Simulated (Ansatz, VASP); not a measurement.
Two plane-wave programs on TePb

```
Te Pb
1.0
     4.00229    0.00000    0.00000
     0.00000    4.00229    0.00000
     0.00000    0.00000    4.00229
Te Pb
1 1
Direct
  0.50000 0.50000 0.50000
  0.00000 0.00000 0.00000
```

Alike in both runs: task single point; functional PBE; k mesh 6 × 6 × 6; occupations gaussian, width 0.05 eV; no spin polarisation.

|  | VASP | Ansatz |
| --- | --- | --- |
| version | VASP 6.6.1 | Ansatz 0.2.0 |
| potentials or method | VASP PAW PBE potentials, release 64 (Te, Pb_d), cutoff 520 eV | scalar-relativistic, plane waves, PAW |
| valence electrons in the cell | 20 | 30 |

|  | VASP | Ansatz | Ansatz less VASP |
| --- | --- | --- | --- |
| gap on the k mesh at the Fermi level (eV) | none | none | - |
| pressure (GPa) | -0.5 | -0.4 | +0.04 |

A gap of «none» marks a metal or a gap that the smearing closes. VASP's potentials hold 20 valence electrons a cell and Ansatz's 30, so a difference there can come from the potentials and not from the codes.

Neither program's run includes spin-orbit coupling.
